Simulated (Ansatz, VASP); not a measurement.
# Ru in VASP and in Ansatz

Contents of INCAR:

```
PREC     = Accurate       # precision mode
ENCUT    = 520            # plane-wave cutoff, eV
EDIFF    = 1E-6           # SCF threshold, eV
ISMEAR   = 0              # smearing method
SIGMA    = 0.15           # smearing width, eV
LREAL    = False          # projectors in reciprocal space
LASPH    = True           # aspherical terms in the spheres
NELM     = 100            # most SCF steps
ALGO     = Fast           # electronic algorithm
ISIF     = 2              # what is computed and relaxed
LWAVE    = False          # write WAVECAR
LCHARG   = False          # write CHGCAR
GGA      = PE             # functional
NBANDS   = 21             # bands
```

KPOINTS

```
regular mesh
0
Gamma
  24 24 12
```

POSCAR

```
Ru
1.0
    2.7057993342      0.0000000000      0.0000000000
   -1.3528996671      2.3432909610      0.0000000000
    0.0000000000      0.0000000000      4.2819000000
Ru
2
Direct
    0.3973458706      0.7946917412      0.1799376445
    0.6666666667      0.3333333333      0.7500000000
```

Input for Ansatz:

```yaml
crystal:
  lattice:
    - [2.7057993342, 0.0, 0.0]
    - [-1.3528996671, 2.343290961, 0.0]
    - [0.0, 0.0, 4.2819]
  atoms:
    - { symbol: Ru, position: [0.3973458706, 0.7946917412, 0.1799376445] }
    - { symbol: Ru, position: [0.6666666667, 0.3333333333, 0.75] }
basis:
  ecutwfc: 420
kpoints:
  mp_grid: { grid: [24, 24, 12] }
hamiltonian:
  xc: pbe
scf:
  occupations: { method: gaussian, width: 0.15 }
output:
  forces: true
  stress: true
  eigenvalues: true
```

Alike in both runs: task single point; functional PBE; k mesh 24 × 24 × 12; occupations gaussian, width 0.15 eV; no spin polarisation.

|  | VASP | Ansatz |
| --- | --- | --- |
| version | VASP 6.6.1 | Ansatz 0.2.0 |
| potentials or method | VASP PAW PBE potentials, release 64 (Ru_pv), cutoff 520 eV | scalar-relativistic, plane waves, PAW |
| valence electrons in the cell | 28 | 32 |

Ansatz gave:

| Property | Result |
| --- | --- |
| gap on the k mesh at the Fermi level (eV) | none |
| pressure (GPa) | 26.8 |
| traceless stress, the component that is largest in VASP (GPa) | -20.29 |
| rms of the force components (eV/Å) | 3.282 |

Q: Which values does VASP return?

A: gap on the k mesh at the Fermi level (eV): none; pressure (GPa): 27.4; traceless stress, the component that is largest in VASP (GPa): -20.85; rms of the force components (eV/Å): 3.371.

Atom by atom the forces differ by 0.089 eV/Å (rms over components). A gap of «none» marks a metal or a gap that the smearing closes. VASP's potentials hold 28 valence electrons a cell and Ansatz's 32, so a difference there can come from the potentials and not from the codes.
